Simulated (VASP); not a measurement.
# CuI (P6_3/mmc) in VASP: single point with PBEsol

Aim: the single point of CuI with PBEsol.

Everything below comes from runs of VASP 6.6.1. Logs are shortened: lines on timing, memory, paths and dates and some standing lists are left out, and cuts for length are marked.

### Step 1. The cell of the first run

Symmetry: P6_3/mmc, No. 194, hexagonal system. The conventional cell has a = 4.376 Å, b = 4.376 Å, c = 7.254 Å, α = 90.00°, β = 90.00°, γ = 120.00°. Within 3.3 Å of Cu (site symmetry -6m2) lie 3 I at 2.53 Å. Within 3.3 Å of I (site symmetry -6m2) lie 3 Cu at 2.53 Å.

### Step 2. Single point, PBEsol

The input, INCAR:

```
PREC     = Accurate       # precision mode
ENCUT    = 520            # plane-wave cutoff, eV
EDIFF    = 1E-6           # SCF threshold, eV
ISMEAR   = 0              # smearing method
SIGMA    = 0.2            # smearing width, eV
LREAL    = False          # projectors in reciprocal space
LASPH    = True           # aspherical terms in the spheres
NELM     = 100            # most SCF steps
ALGO     = Normal         # electronic algorithm
ISIF     = 2              # what is computed and relaxed
LWAVE    = False          # write WAVECAR
LCHARG   = False          # write CHGCAR
GGA      = PS             # functional
NBANDS   = 26             # bands
```

The input, KPOINTS:

```
Automatic mesh
0
Gamma
  6 6 4
```

The input, POSCAR:

```
CuI
1.0
    4.3755371843      0.0000000000      0.0000000000
   -2.1877685921      3.7893263568      0.0000000000
    0.0000000000      0.0000000000      7.2538023802
Cu I
2 2
Direct
    0.3333333333      0.6666666667      0.2500000000
    0.6666666667      0.3333333333      0.7500000000
    0.6666666667      0.3333333333      0.2500000000
    0.3333333333      0.6666666667      0.7500000000
```

Potentials or basis: VASP PAW PBE potentials, release 64 (Cu, I).

Started as:

```
> cat potpaw_PBE.64/Cu/POTCAR potpaw_PBE.64/I/POTCAR > POTCAR
> mpirun -np 1 vasp_std > vasp.out
```

OUTCAR:

```text
PREC = Accurate
   ENCUT = 520
   EDIFF = 1E-6
   ISMEAR = 0
   LREAL = False
   LASPH = True
   NELM = 100
   ISIF = 2
   GGA = PS

 ion  position               nearest neighbor table
   1  0.333  0.667  0.250-   3 2.53   3 2.53   3 2.53
   2  0.667  0.333  0.750-   4 2.53   4 2.53   4 2.53
   3  0.667  0.333  0.250-   1 2.53   1 2.53   1 2.53
   4  0.333  0.667  0.750-   2 2.53   2 2.53   2 2.53

  LATTYP: Found a hexagonal cell.
 ALAT       =     4.3755371843
 C/A-ratio  =     1.6578084186

  Lattice vectors:

 A1 = (   4.3755371843,   0.0000000000,   0.0000000000)
 A2 = (  -2.1877685921,   3.7893263568,   0.0000000000)
 A3 = (   0.0000000000,   0.0000000000,   7.2538023802)

Analysis of symmetry for initial positions (statically):
=====================================================================
 Subroutine PRICEL returns:
 Original cell was already a primitive cell.

 Routine SETGRP: Setting up the symmetry group for a
 hexagonal supercell.

 Subroutine GETGRP returns: Found 24 space group operations
 (whereof 12 operations were pure point group operations)
 out of a pool of 24 trial point group operations.

The static configuration has the point symmetry D_3d.
 The point group associated with its full space group is D_6h.

Analysis of symmetry for dynamics (positions and initial velocities):
=====================================================================
 Subroutine PRICEL returns:
 Original cell was already a primitive cell.

 Routine SETGRP: Setting up the symmetry group for a
 hexagonal supercell.

 Subroutine GETGRP returns: Found 24 space group operations
 (whereof 12 operations were pure point group operations)
 out of a pool of 24 trial point group operations.

The dynamic configuration has the point symmetry D_3d.
 The point group associated with its full space group is D_6h.

 Subroutine INISYM returns: Found 24 space group operations
 (whereof 12 operations are pure point group operations),
 and found     1 'primitive' translations

----------------------------------------------------------------------------------------

                                     Primitive cell

  volume of cell :     120.2705

  direct lattice vectors                    reciprocal lattice vectors
     4.375537184  0.000000000  0.000000000     0.228543367  0.131949574  0.000000000
    -2.187768592  3.789326357  0.000000000     0.000000000  0.263899149  0.000000000
     0.000000000  0.000000000  7.253802380     0.000000000  0.000000000  0.137858732

  length of vectors
     4.375537184  4.375537184  7.253802380     0.263899149  0.263899149  0.137858732

  position of ions in fractional coordinates (direct lattice)
     0.333333333  0.666666667  0.250000000
     0.666666667  0.333333333  0.750000000
     0.666666667  0.333333333  0.250000000
     0.333333333  0.666666667  0.750000000

  ion indices of the primitive-cell ions
   primitive index   ion index
                 1           1
                 2           2
                 3           3
                 4           4

----------------------------------------------------------------------------------------

 KPOINTS: Automatic mesh

Automatic generation of k-mesh.
 Grid dimensions read from file:
 generate k-points for:    6    6    4

 Generating k-lattice:

  Cartesian coordinates                     Fractional coordinates (reciprocal lattice)
     0.038090561  0.021991596  0.000000000     0.166666667  0.000000000  0.000000000
     0.000000000  0.043983191  0.000000000     0.000000000  0.166666667  0.000000000
     0.000000000  0.000000000  0.034464683     0.000000000  0.000000000  0.250000000

  Length of vectors
     0.043983191  0.043983191  0.034464683

  Shift w.r.t. Gamma in fractional coordinates (k-lattice)
     0.000000000  0.000000000  0.000000000

 Subroutine IBZKPT returns following result:
 ===========================================

 Found     21 irreducible k-points:

 Following reciprocal coordinates:
            Coordinates               Weight
  0.000000  0.000000  0.000000      1.000000
  0.166667  0.000000  0.000000      6.000000
  0.333333  0.000000  0.000000      6.000000
  0.500000  0.000000  0.000000      3.000000
  0.166667  0.166667  0.000000      6.000000
  0.333333  0.166667  0.000000     12.000000
[... 13 lines left out ...]
  0.333333  0.166667  0.500000     12.000000
  0.333333  0.333333  0.500000      2.000000
   k-points           NKPTS =     21   k-points in BZ     NKDIM =     21   number of bands    NBANDS=     26
   number of dos      NEDOS =    301   number of ions     NIONS =      4
   total plane-waves  NPLWV =  69984
   dimension x,y,z NGX =    36 NGY =   36 NGZ =   54
   dimension x,y,z NGXF=    72 NGYF=   72 NGZF=  108
   ions per type =               2   2
   NGX,Y,Z   is equivalent  to a cutoff of  13.68, 13.68, 12.38 a.u.
   NGXF,Y,Z  is equivalent  to a cutoff of  27.36, 27.36, 24.75 a.u.
 SYSTEM =  unknown system
   PREC   = accura    normal or accurate (medium, high low for compatibility)
   ISTART =      0    job   : 0-new  1-cont  2-samecut
   ICHARG =      2    charge: 1-file 2-atom 10-const
   ISPIN  =      1    spin polarized calculation?
   LNONCOLLINEAR =      F non collinear calculations
   LSORBIT =      F    spin-orbit coupling
   LASPH  =      T    aspherical Exc in radial PAW
   ENCUT  =  520.0 eV  38.22 Ry    6.18 a.u.   8.14  8.14 13.49*2*pi/ulx,y,z
   NELM   =    100;   NELMIN=  2; NELMDL= -5     # of ELM steps
   EDIFF  = 0.1E-05   stopping-criterion for ELM
   LREAL  =      F    real-space projection
   EDIFFG = 0.1E-04   stopping-criterion for IOM
   NSW    =      0    number of steps for IOM
   IBRION =     -1    ionic relax: 0-MD 1-quasi-New 2-CG
   NFREE  =      0    steps in history (QN), initial steepest desc. (CG)
   ISIF   =      2    stress and relaxation
   ISYM   =      2    0-nonsym 1-usesym 2-fastsym
   POTIM  = 0.5000    time-step for ionic-motion
   TEBEG  =    0.0;   TEEND  =   0.0 temperature during run
   PSTRESS=    0.0 pullay stress
   NELECT =      36.0000    total number of electrons
   NUPDOWN=      -1.0000    fix difference up-down
   EMIN   =  10.00;   EMAX   =-10.00  energy-range for DOS
   EFERMI =   0.00;   METHOD = LEGACY
   ISMEAR =     0;   SIGMA  =   0.20  broadening in eV -4-tet -1-fermi 0-gaus
   EFERMI_NEDOS =   21; number of points for ismear=-14 and -15
   IALGO  =     38    algorithm
   IMIX   =      4    mixing-type and parameters
     AMIX     =   0.40;   BMIX     =  1.00
     AMIX_MAG =   1.60;   BMIX_MAG =  1.00
  volume/ion in A,a.u.               =      30.07       202.91
  Fermi-wavevector in a.u.,A,eV,Ry     =   1.095106  2.069449 16.316869  1.199256
  Thomas-Fermi vector in A             =   2.231423
   LORBIT       =      0    0 simple, 1 ext, 2 COOP (PROOUT), +10 PAW based schemes
   GGA     = PS    functional components
   LHFCALC =     F    Hartree Fock is set to
   AEXX    =    0.0000 exact exchange contribution
   IVDW    =     0    specifies the selected vdW correction
   LEPSILON=     F    determine dielectric tensor
   LRPA    =     F    only Hartree local field effects (RPA)
 non-spin polarized calculation
 Gauss-broadening in eV      SIGMA  =   0.20
  energy-cutoff  :      520.00
  volume of cell :      120.27
 maximum number of plane-waves:      3266
 NGX is ok and might be reduce to    36
   NGX = 17   NGY = 17   NGZ = 27

 number of electron      35.9999991 magnetization

 Free energy of the ion-electron system (eV)
  ---------------------------------------------------
  ext. energy  EPLUGINS =         0.00000000
  ---------------------------------------------------
  free energy    TOTEN  =       -12.16730264 eV

  energy without entropy =      -12.16730164  energy(sigma->0) =      -12.16730214

 E-fermi :   4.0871     XC(G=0):  -8.7369

 val. band max:        3.5027039651   @ k =   0.0000   0.0000   0.0000
 cond. band min:       4.6331566400   @ k =   0.0000   0.0000   0.0000
 fundamental gap:      1.1304526749
 Fermi energy:         4.0871294579

 k-point     1 :       0.0000    0.0000    0.0000
  band No.  band energies     occupation
      1     -10.2543      2.00000
      2      -9.8902      2.00000
      3      -0.8629      2.00000
      4      -0.5756      2.00000
      5      -0.5756      2.00000
      6      -0.4438      2.00000
[... 18 lines left out ...]
     25      10.2427      0.00000
     26      10.3107      0.00000

 k-point     2 :       0.1667    0.0000    0.0000
  band No.  band energies     occupation
      1     -10.1502      2.00000
      2      -9.8201      2.00000
      3      -0.9439      2.00000
      4      -0.7795      2.00000
      5      -0.7199      2.00000
      6      -0.5428      2.00000
[... 18 lines left out ...]
     25       9.8628      0.00000
     26       9.9183      0.00000

 k-point     3 :       0.3333    0.0000    0.0000
  band No.  band energies     occupation
      1      -9.9125      2.00000
      2      -9.6854      2.00000
      3      -1.6722      2.00000
      4      -1.4203      2.00000
      5      -0.4525      2.00000
      6      -0.3513      2.00000
[... 18 lines left out ...]
     25      10.6436      0.00000
     26      11.1283      0.00000

 k-point     4 :       0.5000    0.0000    0.0000
  band No.  band energies     occupation
      1      -9.7625      2.00000
      2      -9.6354      2.00000
      3      -2.0224      2.00000
      4      -1.7321      2.00000
      5      -0.3943      2.00000
      6      -0.0441      2.00000
[... 18 lines left out ...]
     25      10.9471      0.00000
     26      11.0348      0.00000
[... 409 lines left out ...]
      1      -9.8502      2.00000
      2      -9.8502      2.00000
      3      -1.4195      2.00000
      4      -1.4195      2.00000
      5      -0.4293      2.00000
      6      -0.4293      2.00000
[... 18 lines left out ...]
     25      10.7423      0.00000
     26      10.7423      0.00000

 k-point    20 :       0.3333    0.1667    0.5000
  band No.  band energies     occupation
      1      -9.6992      2.00000
      2      -9.6992      2.00000
      3      -1.8318      2.00000
      4      -1.8318      2.00000
      5      -0.4727      2.00000
      6      -0.4727      2.00000
[... 18 lines left out ...]
     25      10.7212      0.00000
     26      10.7212      0.00000

 k-point    21 :       0.3333    0.3333    0.5000
  band No.  band energies     occupation
      1      -9.6475      2.00000
      2      -9.6475      2.00000
      3      -1.7862      2.00000
      4      -1.7862      2.00000
      5      -0.7601      2.00000
      6      -0.7601      2.00000
[... 18 lines left out ...]
     25      10.8506      0.00000
     26      10.8506      0.00000

------------------------ aborting loop because EDIFF is reached ----------------------------------------

  FORCE on cell =-STRESS in cart. coord.  units (eV):
  Direction    XX          YY          ZZ          XY          YZ          ZX
  --------------------------------------------------------------------------------------
  -------------------------------------------------------------------------------------
  Total       -1.2079637     -1.2079637     -0.5495744     -0.0000000     -0.0000000      0.0000000
  in kB      -16.0918269    -16.0918269     -7.3211275     -0.0000000     -0.0000000      0.0000000
  external PRESSURE =     -13.1682604 kB  Pullay stress =       0.0000000 kB

 VOLUME and BASIS-vectors are now :
 -----------------------------------------------------------------------------
  energy-cutoff  :      520.00
  volume of cell :      120.27
      direct lattice vectors                 reciprocal lattice vectors
     4.375537184  0.000000000  0.000000000     0.228543367  0.131949574  0.000000000
    -2.187768592  3.789326357  0.000000000     0.000000000  0.263899149  0.000000000
     0.000000000  0.000000000  7.253802380     0.000000000  0.000000000  0.137858732

 POSITION                                       TOTAL-FORCE (eV/Angst)
 -----------------------------------------------------------------------------------
     -0.00000      2.52622      1.81345         0.000000      0.000000      0.000000
      2.18777      1.26311      5.44035         0.000000      0.000000      0.000000
      2.18777      1.26311      1.81345         0.000000      0.000000      0.000000
     -0.00000      2.52622      5.44035        -0.000000     -0.000000      0.000000
 -----------------------------------------------------------------------------------
    total drift:                                0.000000     -0.000000      0.000000

  FREE ENERGIE OF THE ION-ELECTRON SYSTEM (eV)
  ---------------------------------------------------
  free  energy   TOTEN  =       -12.1673026421 eV

  energy  without entropy=      -12.1673016402  energy(sigma->0) =      -12.16730214
```

It took 63 s on 1 thread of Intel Xeon Platinum 8488C (Sapphire Rapids), shared host; peak memory 0.27 GiB.

What came out:

- Free energy: -12.1673 eV
- Pressure: -1.3 GPa
- Band gap on the k mesh: 1.13 eV, direct

Stress tensor (GPa, compression positive):
```
-1.61  0.00  0.00
 0.00 -1.61  0.00
 0.00  0.00 -0.73
```

Caveat: the PAW data sets were made with another functional, which shifts forces and pressure a little; spin-orbit coupling is left out, which moves the levels of the heavy elements. A k mesh can miss the band edges.
